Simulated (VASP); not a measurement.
Crystal: Au.

```
CELL_PARAMETERS angstrom
0.00000 2.05681 2.05681
2.05681 0.00000 2.05681
2.05681 2.05681 0.00000
ATOMIC_POSITIONS crystal
Au 0.00000 0.00000 0.00000
```

Base run:

- Program: VASP 6.6.1
- Functional: PBEsol
- Potentials or basis: VASP PAW PBE potentials, release 64 (Au)
- Cutoff: 520 eV
- k mesh: 12 × 12 × 12
- Occupations: fermi-dirac, width 0.06 eV
- Spin: no spin polarisation

Its results: pressure -3.9 GPa.

Question: The run is repeated on the same cell with these changes: functional from PBEsol to LDA; potentials or basis from VASP PAW PBE potentials, release 64 (Au) to VASP PAW LDA potentials, release 64 (Au). What comes out?

Answer: Pressure -7.7 GPa.

Caveats: the PAW data sets were made with another functional, which shifts forces and pressure a little (some runs).
